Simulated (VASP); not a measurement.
# Sr4Ti4O11 (a cell with a defect) in VASP: a series of runs

The runs below take Sr4Ti4O11 (a cell with a defect) through single point, with LDA.

Program: VASP 6.6.1. These are calculated values, not measurements. Logs are shortened: lines on timing, memory, paths and dates and some standing lists are left out, and cuts for length are marked.

## Step 1: The cell of the first run

The cell holds a defect, 19 atoms: a = 6.675 Å, b = 6.675 Å, c = 6.675 Å, α = 109.47°, β = 109.47°, γ = 109.47°.

## Step 2: Single point, LDA (atoms taken out, then relaxed in part)

Input file INCAR:

```
SYSTEM = Sr4Ti4O11
PREC = Accurate
ENCUT = 520
EDIFF = 1E-6
ISMEAR = 0
SIGMA = 0.02
LREAL = Auto
LASPH = .True.
NELM = 80
ALGO = Normal
ISIF = 2
LWAVE = .False.
LCHARG = .False.
NELECT = 152.0
NBANDS = 92
```

Input file KPOINTS:

```
Automatic mesh
0
Gamma
  3 3 3
  0 0 0
```

Input file POSCAR:

```
Sr4Ti4O11
1.0
   -3.8540230074      3.8540230074      3.8540230074
    3.8540230074     -3.8540230074      3.8540230074
    3.8540230074      3.8540230074     -3.8540230074
Sr Ti O
4 4 11
Direct
   -0.0016612473     -0.0016612473     -0.0033224947
    0.5016612473      0.5016612473      0.0033224947
    0.5016612473     -0.0016612473      0.5000000000
   -0.0016612473      0.5016612473      0.5000000000
    0.5147292380      0.5147292380      0.5000000000
   -0.0147292380     -0.0147292380      0.5000000000
    0.0000000000      0.5000000000      0.0000000000
    0.5000000000      0.0000000000      0.0000000000
    0.2360740132      0.4802539419      0.2558200712
    0.7755661293      0.0197460581      0.2558200712
    0.7244338707      0.4802539419      0.7441799288
    0.2639259868      0.0197460581      0.7441799288
    0.7500000000      0.7500000000      0.5000000000
    0.7500000000      0.2500000000      0.0000000000
    0.2500000000      0.7500000000      0.0000000000
    0.4802539419      0.2360740132      0.2558200712
    0.0197460581      0.7755661293      0.2558200712
    0.0197460581      0.2639259868      0.7441799288
    0.4802539419      0.7244338707      0.7441799288
```

Potentials or basis: VASP PAW LDA potentials, release 64 (Sr_sv, Ti_sv, O).

Started as:

```sh
> cat potpaw_LDA.64/Sr_sv/POTCAR potpaw_LDA.64/Ti_sv/POTCAR potpaw_LDA.64/O/POTCAR > POTCAR
> mpirun -np 1 vasp_std > vasp.out
```

OUTCAR:

```text
SYSTEM = Sr4Ti4O11
   PREC = Accurate
   ENCUT = 520
   EDIFF = 1E-6
   ISMEAR = 0
   LREAL = Auto
   LASPH = .True.
   NELM = 80
   ISIF = 2
   NELECT = 152.0

 ion  position               nearest neighbor table
   1  0.998  0.998  0.997-   9 2.63  16 2.63  10 2.63  17 2.63  13 2.71  14 2.73  15 2.73  12 2.83
                            18 2.83  11 2.83  19 2.83   6 3.26   5 3.26   7 3.34   8 3.34   8 3.34
   2  0.502  0.502  0.003-  12 2.63  18 2.63  11 2.63  19 2.63  13 2.71  14 2.73  15 2.73   9 2.83
                            16 2.83  10 2.83  17 2.83   5 3.26   6 3.26   8 3.34   7 3.34   8 3.34
   3  0.502  0.998  0.500-  11 2.63  17 2.63  16 2.63  12 2.63  13 2.71  14 2.73  15 2.73  18 2.83
                             9 2.83  10 2.83  19 2.83   5 3.26   6 3.26   8 3.34   7 3.34   8 3.34
   4  0.998  0.502  0.500-  10 2.63  19 2.63  18 2.63   9 2.63  13 2.71  15 2.73  14 2.73  12 2.83
                            16 2.83  11 2.83  17 2.83   5 3.26   6 3.26   7 3.34   8 3.34   8 3.34
   5  0.515  0.515  0.500-  13 1.81   9 1.90  16 1.90  11 1.90  19 1.90   2 3.26   1 3.26   4 3.26
                             3 3.26   3 3.42   4 3.42   1 3.42   2 3.42
   6  0.985  0.985  0.500-  13 1.81  12 1.90  18 1.90  17 1.90  10 1.90   1 3.26   2 3.26   4 3.26
                             3 3.26   4 3.42   3 3.42   2 3.42   1 3.42
   7  0.000  0.500  0.000-  14 1.93  15 1.93  11 1.98  17 1.98   9 1.98  18 1.98   2 3.34   1 3.34
                             4 3.34   4 3.34   3 3.34   3 3.34   1 3.34   2 3.34
   8  0.500  0.000  0.000-  14 1.93  15 1.93  10 1.98  19 1.98  16 1.98  12 1.98   2 3.34   1 3.34
                             3 3.34   3 3.34   4 3.34   4 3.34   1 3.34   2 3.34
   9  0.236  0.480  0.256-   5 1.90   7 1.98   1 2.63   4 2.63   2 2.83   3 2.83
  10  0.776  0.020  0.256-   6 1.90   8 1.98   4 2.63   1 2.63   3 2.83   2 2.83
  11  0.724  0.480  0.744-   5 1.90   7 1.98   3 2.63   2 2.63   4 2.83   1 2.83
  12  0.264  0.020  0.744-   6 1.90   8 1.98   2 2.63   3 2.63   1 2.83   4 2.83
  13  0.750  0.750  0.500-   5 1.81   6 1.81   1 2.71   2 2.71   3 2.71   4 2.71
  14  0.750  0.250  0.000-   7 1.93   8 1.93   4 2.73   3 2.73   1 2.73   2 2.73
  15  0.250  0.750  0.000-   7 1.93   8 1.93   3 2.73   4 2.73   1 2.73   2 2.73
  16  0.480  0.236  0.256-   5 1.90   8 1.98   1 2.63   3 2.63   2 2.83   4 2.83
  17  0.020  0.776  0.256-   6 1.90   7 1.98   3 2.63   1 2.63   4 2.83   2 2.83
  18  0.020  0.264  0.744-   6 1.90   7 1.98   2 2.63   4 2.63   1 2.83   3 2.83
  19  0.480  0.724  0.744-   5 1.90   8 1.98   4 2.63   2 2.63   3 2.83   1 2.83

  LATTYP: Found a body centered cubic cell.
 ALAT       =     7.7080460148

  Lattice vectors:

 A1 = (  -3.8540230074,   3.8540230074,   3.8540230074)
 A2 = (   3.8540230074,  -3.8540230074,   3.8540230074)
 A3 = (   3.8540230074,   3.8540230074,  -3.8540230074)

Analysis of symmetry for initial positions (statically):
=====================================================================
 Subroutine PRICEL returns:
 Original cell was already a primitive cell.

 Routine SETGRP: Setting up the symmetry group for a
 body centered cubic supercell.

 Subroutine GETGRP returns: Found 16 space group operations
 (whereof  4 operations were pure point group operations)
 out of a pool of 48 trial point group operations.

The static configuration has the point symmetry C_2v.
 The point group associated with its full space group is D_4h.

Analysis of symmetry for dynamics (positions and initial velocities):
=====================================================================
 Subroutine PRICEL returns:
 Original cell was already a primitive cell.

 Routine SETGRP: Setting up the symmetry group for a
 body centered cubic supercell.

 Subroutine GETGRP returns: Found 16 space group operations
 (whereof  4 operations were pure point group operations)
 out of a pool of 48 trial point group operations.

The dynamic configuration has the point symmetry C_2v.
 The point group associated with its full space group is D_4h.

 Subroutine INISYM returns: Found 16 space group operations
 (whereof  4 operations are pure point group operations),
 and found     1 'primitive' translations

----------------------------------------------------------------------------------------

                                     Primitive cell

  volume of cell :     228.9828

  direct lattice vectors                    reciprocal lattice vectors
    -3.854023007  3.854023007  3.854023007     0.000000000  0.129734565  0.129734565
     3.854023007 -3.854023007  3.854023007     0.129734565  0.000000000  0.129734565
     3.854023007  3.854023007 -3.854023007     0.129734565  0.129734565  0.000000000

  length of vectors
     6.675363662  6.675363662  6.675363662     0.183472382  0.183472382  0.183472382
[... 55 lines left out ...]
     0.000000000  0.043244855  0.043244855     0.333333333  0.000000000  0.000000000
     0.043244855  0.000000000  0.043244855     0.000000000  0.333333333  0.000000000
     0.043244855  0.043244855  0.000000000     0.000000000  0.000000000  0.333333333

  Length of vectors
     0.061157461  0.061157461  0.061157461

  Shift w.r.t. Gamma in fractional coordinates (k-lattice)
     0.000000000  0.000000000  0.000000000

 Subroutine IBZKPT returns following result:
 ===========================================

 Found      6 irreducible k-points:

 Following reciprocal coordinates:
            Coordinates               Weight
  0.000000  0.000000  0.000000      1.000000
  0.333333  0.000000  0.000000      8.000000
  0.000000  0.000000  0.333333      4.000000
  0.333333  0.333333  0.000000      8.000000
 -0.333333  0.333333  0.333333      4.000000
  0.333333  0.333333 -0.333333      2.000000
   k-points           NKPTS =      6   k-points in BZ     NKDIM =      6   number of bands    NBANDS=     92
   number of dos      NEDOS =    301   number of ions     NIONS =     19
   total plane-waves  NPLWV = 125000
   dimension x,y,z NGX =    50 NGY =   50 NGZ =   50
   dimension x,y,z NGXF=   100 NGYF=  100 NGZF=  100
   ions per type =               4   4  11
   NGX,Y,Z   is equivalent  to a cutoff of  12.45, 12.45, 12.45 a.u.
   NGXF,Y,Z  is equivalent  to a cutoff of  24.90, 24.90, 24.90 a.u.
 SYSTEM =  Sr4Ti4O11
   PREC   = accura    normal or accurate (medium, high low for compatibility)
   ISTART =      0    job   : 0-new  1-cont  2-samecut
   ICHARG =      2    charge: 1-file 2-atom 10-const
   ISPIN  =      1    spin polarized calculation?
   LNONCOLLINEAR =      F non collinear calculations
   LSORBIT =      F    spin-orbit coupling
   LASPH  =      T    aspherical Exc in radial PAW
   ENCUT  =  520.0 eV  38.22 Ry    6.18 a.u.  12.41 12.41 12.41*2*pi/ulx,y,z
   NELM   =     80;   NELMIN=  2; NELMDL= -5     # of ELM steps
   EDIFF  = 0.1E-05   stopping-criterion for ELM
   LREAL  =      T    real-space projection
   EDIFFG = 0.1E-04   stopping-criterion for IOM
   NSW    =      0    number of steps for IOM
   IBRION =     -1    ionic relax: 0-MD 1-quasi-New 2-CG
   NFREE  =      0    steps in history (QN), initial steepest desc. (CG)
   ISIF   =      2    stress and relaxation
   ISYM   =      2    0-nonsym 1-usesym 2-fastsym
   POTIM  = 0.5000    time-step for ionic-motion
   TEBEG  =    0.0;   TEEND  =   0.0 temperature during run
   PSTRESS=    0.0 pullay stress
   NELECT =     152.0000    total number of electrons
   NUPDOWN=      -1.0000    fix difference up-down
   EMIN   =  10.00;   EMAX   =-10.00  energy-range for DOS
   EFERMI =   0.00;   METHOD = LEGACY
   ISMEAR =     0;   SIGMA  =   0.02  broadening in eV -4-tet -1-fermi 0-gaus
   EFERMI_NEDOS =   21; number of points for ismear=-14 and -15
   IALGO  =     38    algorithm
   IMIX   =      4    mixing-type and parameters
     AMIX     =   0.40;   BMIX     =  1.00
     AMIX_MAG =   1.60;   BMIX_MAG =  1.00
  volume/ion in A,a.u.               =      12.05        81.33
  Fermi-wavevector in a.u.,A,eV,Ry     =   1.428088  2.698696 27.748214  2.039436
  Thomas-Fermi vector in A             =   2.548188
   LORBIT       =      0    0 simple, 1 ext, 2 COOP (PROOUT), +10 PAW based schemes
   GGA     = CA    functional components
   LHFCALC =     F    Hartree Fock is set to
   AEXX    =    0.0000 exact exchange contribution
   IVDW    =     0    specifies the selected vdW correction
   LEPSILON=     F    determine dielectric tensor
   LRPA    =     F    only Hartree local field effects (RPA)
 non-spin polarized calculation
 Gauss-broadening in eV      SIGMA  =   0.02
  energy-cutoff  :      520.00
  volume of cell :      228.98
 maximum number of plane-waves:      6190
 NGX is ok and might be reduce to    50
   NGX = 25   NGY = 25   NGZ = 25

 number of electron     152.0000006 magnetization

 Free energy of the ion-electron system (eV)
  ---------------------------------------------------
  ext. energy  EPLUGINS =         0.00000000
  ---------------------------------------------------
  free energy    TOTEN  =      -177.91691032 eV

  energy without entropy =     -177.91691032  energy(sigma->0) =     -177.91691032

 E-fermi :   4.1142     XC(G=0): -11.6643

 val. band max:        4.0008546626   @ k =   0.3333   0.3333  -0.3333
 cond. band min:       5.8094483676   @ k =   0.0000   0.0000   0.0000
 fundamental gap:      1.8085937051
 Fermi energy:         4.1141900689

 k-point     1 :       0.0000    0.0000    0.0000
  band No.  band energies     occupation
      1     -51.7422      2.00000
      2     -51.7388      2.00000
      3     -51.7378      2.00000
      4     -51.7363      2.00000
      5     -28.7179      2.00000
      6     -28.6111      2.00000
[... 535 lines left out ...]
     87       8.2809      0.00000
     88       8.2809      0.00000
 [bands above 88 left out]

------------------------ aborting loop because EDIFF is reached ----------------------------------------

  FORCE on cell =-STRESS in cart. coord.  units (eV):
  Direction    XX          YY          ZZ          XY          YZ          ZX
  --------------------------------------------------------------------------------------
  -------------------------------------------------------------------------------------
  Total      -18.2046867    -18.2046867    -17.8093753      0.0000000      0.0000000      0.0000000
  in kB     -127.3769634   -127.3769634   -124.6109963      0.0000000      0.0000000      0.0000000
  external PRESSURE =    -126.4549744 kB  Pullay stress =       0.0000000 kB

 VOLUME and BASIS-vectors are now :
 -----------------------------------------------------------------------------
  energy-cutoff  :      520.00
  volume of cell :      228.98
      direct lattice vectors                 reciprocal lattice vectors
    -3.854023007  3.854023007  3.854023007     0.000000000  0.129734565  0.129734565
     3.854023007 -3.854023007  3.854023007     0.129734565  0.000000000  0.129734565
     3.854023007  3.854023007 -3.854023007     0.129734565  0.129734565  0.000000000

 POSITION                                       TOTAL-FORCE (eV/Angst)
 -----------------------------------------------------------------------------------
      3.84122      3.84122      3.85402         0.002725      0.002725     -0.000000
      0.01280      0.01280      3.85402        -0.002725     -0.002725     -0.000000
      3.84122      0.01280      3.85402         0.002725     -0.002725     -0.000000
      0.01280      3.84122      3.85402        -0.002725      0.002725     -0.000000
      1.92701      1.92701      2.04055         0.000000      0.000000     -0.136543
      1.92701      1.92701      5.66750        -0.000000      0.000000      0.136543
[... 11 lines left out ...]
      3.80916      1.92701     -1.77481         0.016950     -0.000000      0.003303
      3.80916      1.92701      1.77481         0.016950     -0.000000     -0.003303
 -----------------------------------------------------------------------------------
    total drift:                               -0.000005     -0.000005      0.000006

  FREE ENERGIE OF THE ION-ELECTRON SYSTEM (eV)
  ---------------------------------------------------
  free  energy   TOTEN  =      -177.9169103239 eV

  energy  without entropy=     -177.9169103239  energy(sigma->0) =     -177.91691032
```

It took 2.6 min on 1 thread of AMD EPYC 9R45 (Zen 5), shared host; peak memory 0.3 GiB.

What came out:

```yaml
Free_energy: -177.9169 eV
Largest_force: 0.137 eV/Å
```

Forces in eV/Å, atoms in the order of the input:
```
Sr   0.003  0.003  0.000
Sr  -0.003 -0.003  0.000
Sr   0.003 -0.003  0.000
Sr  -0.003  0.003  0.000
Ti   0.000  0.000 -0.137
Ti   0.000  0.000  0.137
Ti   0.000  0.000  0.000
Ti   0.000  0.000  0.000
O    0.000 -0.017 -0.003
O    0.000 -0.017  0.003
O    0.000  0.017 -0.003
O    0.000  0.017  0.003
O    0.000  0.000  0.000
O    0.000  0.000  0.000
O    0.000  0.000  0.000
O   -0.017  0.000 -0.003
O   -0.017  0.000  0.003
O    0.017  0.000  0.003
O    0.017  0.000 -0.003
```

Caveat: the cell carries a net charge on a neutralising background, which shifts energy and pressure; the cell differs from its parent crystal (atoms taken out, then relaxed in part); the cell is charged against a uniform background, so pressure and absolute levels hang on convention.

[end of part 1 of 2]
